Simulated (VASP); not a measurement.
# BaZrO3 (Pm-3m) in VASP: a series of runs, part 2 of 2

VASP 6.6.1.

### 3 Single point, LDA

Contents of INCAR:

```
ALGO     = Normal         # electronic algorithm
EDIFF    = 1E-6           # SCF threshold, eV
ENCUT    = 520            # plane-wave cutoff, eV
GGA      = CA             # functional
ISIF     = 2              # what is computed and relaxed
ISMEAR   = 0              # smearing method
LASPH    = T              # aspherical terms in the spheres
LCHARG   = T              # write CHGCAR
LELF     = T              # ELF
LREAL    = F              # projectors in reciprocal space
LVHAR    = T            
LWAVE    = F              # write WAVECAR
NBANDS   = 28             # bands
NELM     = 60             # most SCF steps
PREC     = Accurate       # precision mode
SIGMA    = 0.01           # smearing width, eV
```

Contents of KPOINTS:

```
k-points
0
Gamma
  4 4 4
```

Contents of POSCAR:

```
BaZrO3
1.0
    4.0776548946      0.0000000000      0.0000000000
    0.0000000000      4.0776548946      0.0000000000
    0.0000000000      0.0000000000      4.0776548946
Ba Zr O
1 1 3
Direct
    0.0000000000      0.0000000000      0.0000000000
    0.5000000000      0.5000000000      0.5000000000
    0.0000000000      0.5000000000      0.5000000000
    0.5000000000      0.0000000000      0.5000000000
    0.5000000000      0.5000000000      0.0000000000
```

Potentials or basis: VASP PAW LDA potentials, release 64 (Ba_sv, Zr_sv, O).

Launch:

```
cat potpaw_LDA.64/Ba_sv/POTCAR potpaw_LDA.64/Zr_sv/POTCAR potpaw_LDA.64/O/POTCAR > POTCAR
mpirun -np 1 vasp_std > vasp.out
```

OUTCAR:

```text
EDIFF = 1E-6
   ENCUT = 520
   GGA = CA
   ISIF = 2
   ISMEAR = 0
   LASPH = T
   LREAL = F
   NELM = 60
   PREC = Accurate

 ion  position               nearest neighbor table
   1  0.000  0.000  0.000-   3 2.88   4 2.88   5 2.88   3 2.88   4 2.88   3 2.88   5 2.88   3 2.88
                             4 2.88   5 2.88   4 2.88   5 2.88   2 3.53   2 3.53   2 3.53   2 3.53
   2  0.500  0.500  0.500-   3 2.04   4 2.04   5 2.04   5 2.04   4 2.04   3 2.04   1 3.53   1 3.53
                             1 3.53   1 3.53   1 3.53   1 3.53   1 3.53   1 3.53
[... 500 lines left out ...]
  -------------------------------------------------------------------------------------
  Total        5.0237984      5.0237984      5.0237984      0.0000000      0.0000000     -0.0000000
  in kB      118.7165819    118.7165819    118.7165819      0.0000000      0.0000000     -0.0000000
  external PRESSURE =     118.7165819 kB  Pullay stress =       0.0000000 kB

 VOLUME and BASIS-vectors are now :
 -----------------------------------------------------------------------------
  energy-cutoff  :      520.00
  volume of cell :       67.80
      direct lattice vectors                 reciprocal lattice vectors
     4.077654895  0.000000000  0.000000000     0.245238998  0.000000000  0.000000000
     0.000000000  4.077654895  0.000000000     0.000000000  0.245238998  0.000000000
     0.000000000  0.000000000  4.077654895     0.000000000  0.000000000  0.245238998

 POSITION                                       TOTAL-FORCE (eV/Angst)
 -----------------------------------------------------------------------------------
      0.00000      0.00000      0.00000         0.000000      0.000000      0.000000
      2.03883      2.03883      2.03883         0.000000      0.000000      0.000000
      0.00000      2.03883      2.03883         0.000000      0.000000      0.000000
      2.03883      0.00000      2.03883         0.000000      0.000000      0.000000
      2.03883      2.03883      0.00000         0.000000      0.000000      0.000000
 -----------------------------------------------------------------------------------
    total drift:                                0.000000      0.000000     -0.000000

  FREE ENERGIE OF THE ION-ELECTRON SYSTEM (eV)
  ---------------------------------------------------
  free  energy   TOTEN  =       -45.5799909211 eV

  energy  without entropy=      -45.5799909211  energy(sigma->0) =      -45.57999092
```

OSZICAR:

```text
N       E                     dE             d eps       ncg     rms          rms(c)
DAV:   1     0.296760002487E+03    0.29676E+03   -0.22147E+04   560   0.142E+03
DAV:   2    -0.332554410731E+02   -0.33002E+03   -0.31849E+03   692   0.353E+02
DAV:   3    -0.522746726206E+02   -0.19019E+02   -0.18944E+02   884   0.793E+01
DAV:   4    -0.528094639747E+02   -0.53479E+00   -0.53403E+00   740   0.107E+01
DAV:   5    -0.528203937575E+02   -0.10930E-01   -0.10929E-01   808   0.127E+00    0.347E+01
DAV:   6    -0.457674040729E+02    0.70530E+01   -0.35663E+01   648   0.385E+01    0.160E+01
DAV:   7    -0.456359626632E+02    0.13144E+00   -0.25325E+00   764   0.885E+00    0.952E+00
DAV:   8    -0.455845679587E+02    0.51395E-01   -0.26005E-01   676   0.355E+00    0.622E-01
DAV:   9    -0.455803089778E+02    0.42590E-02   -0.44771E-02   708   0.114E+00    0.446E-01
DAV:  10    -0.455802297467E+02    0.79231E-04   -0.10756E-02   728   0.822E-01    0.187E-01
DAV:  11    -0.455799951923E+02    0.23455E-03   -0.14332E-03   696   0.303E-01    0.314E-02
DAV:  12    -0.455799921598E+02    0.30326E-05   -0.84647E-05   720   0.610E-02    0.328E-02
DAV:  13    -0.455799909575E+02    0.12023E-05   -0.55199E-06   688   0.175E-02    0.353E-03
DAV:  14    -0.455799909211E+02    0.36421E-07   -0.47036E-07   356   0.565E-03
   1 F= -.45579991E+02 E0= -.45579991E+02  d E =-.700573E-57
```

It took 19 s on 1 thread of AMD EPYC 7R43 (Zen 3), shared host; peak memory 0.12 GiB.

What came out:

| Item | Value |
| --- | --- |
| Free energy | -45.5800 eV |
| Pressure | 11.9 GPa |
| Band gap on the k mesh | 3.22 eV, indirect (least direct gap 3.32 eV) |

Levels at points of the mesh, in eV from the valence-band top:
| k point | band 16 | band 17 | band 18 | band 19 | band 20 | band 21 | band 22 | band 23 | band 24 | band 25 |
| --- | --- | --- | --- | --- | --- | --- | --- | --- | --- | --- |
| (0.00, 0.00, 0.00) | -1.13 | -1.13 | -0.10 | -0.10 | -0.10 | 3.22 | 3.22 | 3.22 | 4.60 | 4.60 |
| (0.50, 0.00, 0.00) | -1.92 | -1.88 | -1.88 | -0.29 | -0.29 | 3.76 | 6.20 | 6.20 | 6.64 | 7.01 |
| (0.50, 0.50, 0.00) | -2.74 | -0.91 | -0.91 | -0.54 | -0.09 | 6.15 | 6.15 | 6.84 | 6.98 | 8.28 |
| (0.50, 0.50, 0.50) | -2.57 | -2.57 | 0.00 | 0.00 | 0.00 | 6.24 | 6.24 | 6.24 | 7.70 | 7.70 |

Caveat: spin-orbit coupling is left out, which moves the levels of the heavy elements. A k mesh can miss the band edges.

### 4 Single point, LDA

This run uses another cell than the first one, of 13.27 Å³/atom, 0.978 times its volume.

Contents of INCAR:

```
SYSTEM = BaZrO3
ALGO = Normal ; EDIFF = 1E-6
ENCUT = 520 ; GGA = CA
ISIF = 2 ; ISMEAR = 0
LASPH = .TRUE. ; LCHARG = .TRUE.
LELF = .TRUE. ; LREAL = .FALSE.
LVHAR = .TRUE. ; LWAVE = .FALSE.
NBANDS = 28 ; NELM = 60
PREC = Accurate ; SIGMA = 0.01
```

Contents of KPOINTS:

```
k-points
0
G
  4 4 4
  0 0 0
```

POSCAR: that of step 3 with these lines changed.

```diff
@@ -2,5 +2,5 @@
 1.0
-    4.0776548946      0.0000000000      0.0000000000
-    0.0000000000      4.0776548946      0.0000000000
-    0.0000000000      0.0000000000      4.0776548946
+    4.0481197956      0.0000000000      0.0000000000
+    0.0000000000      4.0481197956      0.0000000000
+    0.0000000000      0.0000000000      4.0481197956
 Ba Zr O
```

Potentials or basis: VASP PAW LDA potentials, release 64 (Ba_sv, Zr_sv, O).

Launch:

```
cat potpaw_LDA.64/Ba_sv/POTCAR potpaw_LDA.64/Zr_sv/POTCAR potpaw_LDA.64/O/POTCAR > POTCAR
mpirun -np 1 vasp_std > vasp.out
```

OUTCAR:

```text
SYSTEM = BaZrO3
   EDIFF = 1E-6
   ENCUT = 520
   GGA = CA
   ISIF = 2
   ISMEAR = 0
   LASPH = .TRUE.
   LREAL = .FALSE.
   NELM = 60
   PREC = Accurate

 ion  position               nearest neighbor table
   1  0.000  0.000  0.000-   3 2.86   4 2.86   5 2.86   3 2.86   4 2.86   3 2.86   5 2.86   3 2.86
                             4 2.86   5 2.86   4 2.86   5 2.86   2 3.51   2 3.51   2 3.51   2 3.51
   2  0.500  0.500  0.500-   3 2.02   4 2.02   5 2.02   5 2.02   4 2.02   3 2.02   1 3.51   1 3.51
                             1 3.51   1 3.51   1 3.51   1 3.51   1 3.51   1 3.51
   3  0.000  0.500  0.500-   2 2.02   2 2.02   1 2.86   1 2.86   1 2.86   1 2.86
   4  0.500  0.000  0.500-   2 2.02   2 2.02   1 2.86   1 2.86   1 2.86   1 2.86
   5  0.500  0.500  0.000-   2 2.02   2 2.02   1 2.86   1 2.86   1 2.86   1 2.86

  LATTYP: Found a simple cubic cell.
 ALAT       =     4.0481197956

  Lattice vectors:

 A1 = (   4.0481197956,   0.0000000000,   0.0000000000)
 A2 = (   0.0000000000,   4.0481197956,   0.0000000000)
 A3 = (   0.0000000000,   0.0000000000,   4.0481197956)

Analysis of symmetry for initial positions (statically):
=====================================================================
 Subroutine PRICEL returns:
 Original cell was already a primitive cell.

 Routine SETGRP: Setting up the symmetry group for a
 simple cubic supercell.

 Subroutine GETGRP returns: Found 48 space group operations
 (whereof 48 operations were pure point group operations)
 out of a pool of 48 trial point group operations.

The static configuration has the point symmetry O_h .

Analysis of symmetry for dynamics (positions and initial velocities):
=====================================================================
 Subroutine PRICEL returns:
 Original cell was already a primitive cell.

 Routine SETGRP: Setting up the symmetry group for a
 simple cubic supercell.

[... 113 lines left out ...]
   IMIX   =      4    mixing-type and parameters
     AMIX     =   0.40;   BMIX     =  1.00
     AMIX_MAG =   1.60;   BMIX_MAG =  1.00
  volume/ion in A,a.u.               =      13.27        89.53
  Fermi-wavevector in a.u.,A,eV,Ry     =   1.383061  2.613607 26.026026  1.912859
  Thomas-Fermi vector in A             =   2.507695
   LORBIT       =      0    0 simple, 1 ext, 2 COOP (PROOUT), +10 PAW based schemes
   GGA     = CA    functional components
   LHFCALC =     F    Hartree Fock is set to
   AEXX    =    0.0000 exact exchange contribution
   IVDW    =     0    specifies the selected vdW correction
   LEPSILON=     F    determine dielectric tensor
   LRPA    =     F    only Hartree local field effects (RPA)
 non-spin polarized calculation
 Gauss-broadening in eV      SIGMA  =   0.01
  energy-cutoff  :      520.00
  volume of cell :       66.34
 maximum number of plane-waves:      1803
   NGX = 15   NGY = 15   NGZ = 15

 number of electron      39.9999975 magnetization

 Free energy of the ion-electron system (eV)
  ---------------------------------------------------
  ext. energy  EPLUGINS =         0.00000000
  ---------------------------------------------------
  free energy    TOTEN  =       -45.44710627 eV

  energy without entropy =      -45.44710627  energy(sigma->0) =      -45.44710627

 E-fermi :   4.3323     XC(G=0): -11.7585

 val. band max:        4.2698712998   @ k =   0.5000   0.5000   0.5000
 cond. band min:       7.5274359840   @ k =   0.0000   0.0000   0.0000
 fundamental gap:      3.2575646842
 Fermi energy:         4.3323011929

 k-point     1 :       0.0000    0.0000    0.0000
  band No.  band energies     occupation
      1     -41.7688      2.00000
      2     -20.5899      2.00000
      3     -20.2737      2.00000
      4     -20.2737      2.00000
      5     -20.2737      2.00000
      6     -11.9436      2.00000
[... 299 lines left out ...]
     27      14.1473      0.00000
     28      14.1473      0.00000

------------------------ aborting loop because EDIFF is reached ----------------------------------------

  FORCE on cell =-STRESS in cart. coord.  units (eV):
  Direction    XX          YY          ZZ          XY          YZ          ZX
  --------------------------------------------------------------------------------------
  -------------------------------------------------------------------------------------
  Total        7.0410896      7.0410896      7.0410896      0.0000000      0.0000000      0.0000000
  in kB      170.0553830    170.0553830    170.0553830      0.0000000      0.0000000      0.0000000
  external PRESSURE =     170.0553830 kB  Pullay stress =       0.0000000 kB

 VOLUME and BASIS-vectors are now :
 -----------------------------------------------------------------------------
  energy-cutoff  :      520.00
  volume of cell :       66.34
      direct lattice vectors                 reciprocal lattice vectors
     4.048119796  0.000000000  0.000000000     0.247028263  0.000000000  0.000000000
     0.000000000  4.048119796  0.000000000     0.000000000  0.247028263  0.000000000
     0.000000000  0.000000000  4.048119796     0.000000000  0.000000000  0.247028263

 POSITION                                       TOTAL-FORCE (eV/Angst)
 -----------------------------------------------------------------------------------
      0.00000      0.00000      0.00000         0.000000      0.000000      0.000000
      2.02406      2.02406      2.02406         0.000000      0.000000      0.000000
      0.00000      2.02406      2.02406         0.000000      0.000000      0.000000
      2.02406      0.00000      2.02406         0.000000      0.000000      0.000000
      2.02406      2.02406      0.00000         0.000000      0.000000      0.000000
 -----------------------------------------------------------------------------------
    total drift:                                0.000000      0.000000     -0.000000

  FREE ENERGIE OF THE ION-ELECTRON SYSTEM (eV)
  ---------------------------------------------------
  free  energy   TOTEN  =       -45.4471062676 eV

  energy  without entropy=      -45.4471062676  energy(sigma->0) =      -45.44710627
```

OSZICAR:

```text
N       E                     dE             d eps       ncg     rms          rms(c)
DAV:   1     0.309908699909E+03    0.30991E+03   -0.22380E+04   560   0.142E+03
DAV:   2    -0.320879700729E+02   -0.34200E+03   -0.33066E+03   688   0.363E+02
DAV:   3    -0.522053553057E+02   -0.20117E+02   -0.20033E+02   904   0.815E+01
DAV:   4    -0.526577109194E+02   -0.45236E+00   -0.45183E+00   748   0.100E+01
DAV:   5    -0.526635686448E+02   -0.58577E-02   -0.58574E-02   784   0.104E+00    0.364E+01
DAV:   6    -0.456089305999E+02    0.70546E+01   -0.35085E+01   652   0.388E+01    0.168E+01
DAV:   7    -0.455000907458E+02    0.10884E+00   -0.24603E+00   760   0.874E+00    0.996E+00
DAV:   8    -0.454518339175E+02    0.48257E-01   -0.23365E-01   680   0.349E+00    0.619E-01
DAV:   9    -0.454474037683E+02    0.44301E-02   -0.45599E-02   700   0.115E+00    0.436E-01
DAV:  10    -0.454473301476E+02    0.73621E-04   -0.10322E-02   720   0.811E-01    0.184E-01
DAV:  11    -0.454471111233E+02    0.21902E-03   -0.13639E-03   684   0.297E-01    0.308E-02
DAV:  12    -0.454471069631E+02    0.41603E-05   -0.75849E-05   716   0.583E-02    0.285E-02
DAV:  13    -0.454471062676E+02    0.69543E-06   -0.44808E-06   688   0.156E-02
   1 F= -.45447106E+02 E0= -.45447106E+02  d E =-.313167E-20
```

It took 30 s on 1 thread of AMD EPYC 7R43 (Zen 3), shared host; peak memory 0.12 GiB.

Results:

```
Free energy            : -45.4471 eV
Pressure               : 17.0 GPa
Band gap on the k mesh : 3.26 eV, indirect (least direct gap 3.31 eV)
```

Levels at points of the mesh, in eV from the valence-band top:
```
           k point  band 16  band 17  band 18  band 19  band 20  band 21  band 22  band 23  band 24  band 25
(0.00, 0.00, 0.00)    -1.17    -1.17    -0.06    -0.06    -0.06     3.26     3.26     3.26     4.63     4.63
(0.50, 0.00, 0.00)    -1.94    -1.91    -1.91    -0.23    -0.23     3.82     6.35     6.35     6.73     7.13
(0.50, 0.50, 0.00)    -2.82    -0.90    -0.90    -0.47    -0.09     6.30     6.30     6.95     7.11     8.47
(0.50, 0.50, 0.50)    -2.57    -2.57     0.00     0.00     0.00     6.33     6.33     6.33     7.90     7.90
```

Caveat: spin-orbit coupling is left out, which moves the levels of the heavy elements. A k mesh can miss the band edges.

### 5 Single point, LDA

This run uses another cell than the first one, of 13.27 Å³/atom, 0.978 times its volume.

Contents of INCAR:

```
  PREC = Accurate
  ENCUT = 520
  EDIFF = 1E-7
  ISMEAR = 0
  SIGMA = 0.01
  LREAL = F
  LASPH = T
  NELM = 60
  ALGO = Normal
  ISIF = 2
  LWAVE = F
  LCHARG = T
  LELF = T
  LVHAR = T
  NBANDS = 28
```

Contents of KPOINTS:

```
Automatic mesh
0
Gamma
  4 4 4
```

POSCAR is that of step 4.

Launch:

```
cat potpaw_LDA.64/Ba_sv/POTCAR potpaw_LDA.64/Zr_sv/POTCAR potpaw_LDA.64/O/POTCAR > POTCAR
mpirun -np 1 vasp_std > vasp.out
```

Run time: 24 s. Hardware: 1 thread of AMD EPYC 7R43 (Zen 3), shared host; peak memory 0.12 GiB.

Results (log left out):

```
Free energy            : -45.4471 eV
Pressure               : 17.0 GPa
Band gap on the k mesh : 3.26 eV, indirect (least direct gap 3.31 eV)
```

Levels at points of the mesh, in eV from the valence-band top:
```
           k point  band 16  band 17  band 18  band 19  band 20  band 21  band 22  band 23  band 24  band 25
(0.00, 0.00, 0.00)    -1.17    -1.17    -0.06    -0.06    -0.06     3.26     3.26     3.26     4.63     4.63
(0.50, 0.00, 0.00)    -1.94    -1.91    -1.91    -0.23    -0.23     3.82     6.35     6.35     6.73     7.13
(0.50, 0.50, 0.00)    -2.82    -0.90    -0.90    -0.47    -0.09     6.30     6.30     6.95     7.11     8.47
(0.50, 0.50, 0.50)    -2.57    -2.57     0.00     0.00     0.00     6.33     6.33     6.33     7.90     7.90
```

Caveat: spin-orbit coupling is left out, which moves the levels of the heavy elements.
